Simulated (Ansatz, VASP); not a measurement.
## Two plane-wave programs on Ni

```xyz
3
Lattice="3.7216 0.0000 0.0000 -1.8608 3.2230 0.0000 0.0000 0.0000 2.2508" Properties=species:S:1:pos:R:3 pbc="T T T"
Ni    1.8608    3.2230    2.2508
Ni    0.0000    2.1487    1.1254
Ni    1.8608    1.0743    1.1254
```

Alike in both runs: task single point; functional LDA; k mesh 11 × 11 × 15; occupations fermi-dirac, width 0.05 eV; collinear spin.

```csv
,VASP,Ansatz
version,VASP 6.6.1,Ansatz 0.2.0
potentials or method,"VASP PAW LDA potentials, release 64 (Ni), cutoff 520 eV","plane waves (420 eV) with PAW, scalar-relativistic"
valence electrons in the cell,30,54
```

Ansatz gave:

- net moment per atom (μB): 0.46
- size of the moment on the site where the two differ most (μB): 0.47

Problem. Which values does VASP return?

Solution. net moment per atom (μB): 0.43; size of the moment on the site where the two differ most (μB): 0.42.

Ansatz warns that its potentials were made for another functional, while VASP's fit it. LDA's correlation is that of Perdew and Zunger in VASP and of Perdew and Wang (1992) in Ansatz. Site moments also hang on the region over which each program counts them. VASP's potentials hold 30 valence electrons a cell and Ansatz's 54, so a difference there can come from the potentials and not from the codes.
